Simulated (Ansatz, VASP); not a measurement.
# ScB3S: VASP beside Ansatz

File INCAR:

```
ALGO = Normal
EDIFF = 1E-6
EDIFFG = -0.01
ENCUT = 600
GGA = PE
IBRION = 2
ISIF = 3
ISMEAR = 0
LASPH = T
LCHARG = F
LREAL = F
LWAVE = F
NELM = 100
NSW = 100
PREC = Accurate
SIGMA = 0.1
```

Contents of KPOINTS:

```
k-points
0
Gamma
  12 12 8
```

POSCAR

```
ScB3S
1.0
    3.2762662883      0.0000000000      0.0000000000
    0.0000000000      3.2762662883      0.0000000000
    0.0000000000      0.0000000000      5.5753063312
Sc B S
1 3 1
Direct
    0.5000000000      0.5000000000      0.5000000000
    0.0000000000      0.0000000000      0.3605338182
    0.0000000000      0.0000000000      0.6394661818
    0.5000000000      0.5000000000      0.0000000000
    0.0000000000      0.0000000000      0.0000000000
```

Input for Ansatz:

```yaml
crystal:
  lattice:
    - [3.2762662883, 0.0, 0.0]
    - [0.0, 3.2762662883, 0.0]
    - [0.0, 0.0, 5.5753063312]
  atoms:
    - { symbol: Sc, position: [0.5, 0.5, 0.5] }
    - { symbol: B, position: [0.0, 0.0, 0.3605338182] }
    - { symbol: B, position: [0.0, 0.0, 0.6394661818] }
    - { symbol: B, position: [0.5, 0.5, 0.0] }
    - { symbol: S, position: [0.0, 0.0, 0.0] }
basis:
  ecutwfc: 420
kpoints:
  mp_grid: { grid: [12, 12, 8] }
hamiltonian:
  xc: pbe
scf:
  occupations: { method: gaussian, width: 0.1 }
output:
  forces: true
  stress: true
  eigenvalues: true
relax:
  adjacent_minimum: "off"
  f_tol: 0.01
  max_steps: 80
  cell: { stress_tol: 0.05 }
```

Alike in both runs: task relaxation of cell and atoms; functional PBE; k mesh 12 × 12 × 8; occupations gaussian, width 0.1 eV; no spin polarisation.

```csv
,VASP,Ansatz
version,VASP 6.6.1,Ansatz 0.2.0
potentials or method,"VASP PAW PBE potentials, release 64 (Sc_sv, B, S), cutoff 600 eV","scalar-relativistic, plane waves, PAW"
valence electrons in the cell,26,26
```

|  | VASP | Ansatz | Ansatz less VASP |
| --- | --- | --- | --- |
| gap on the k mesh at the Fermi level, each at its own relaxed structure (eV) | none | none | - |
| relaxed volume (Å³/atom) | 12.07 | 12.05 | -0.028 |
| relaxed cell length with the largest relative difference (Å) | 3.317 | 3.313 | -0.0046 |

A gap of «none» marks a metal or a gap that the smearing closes.
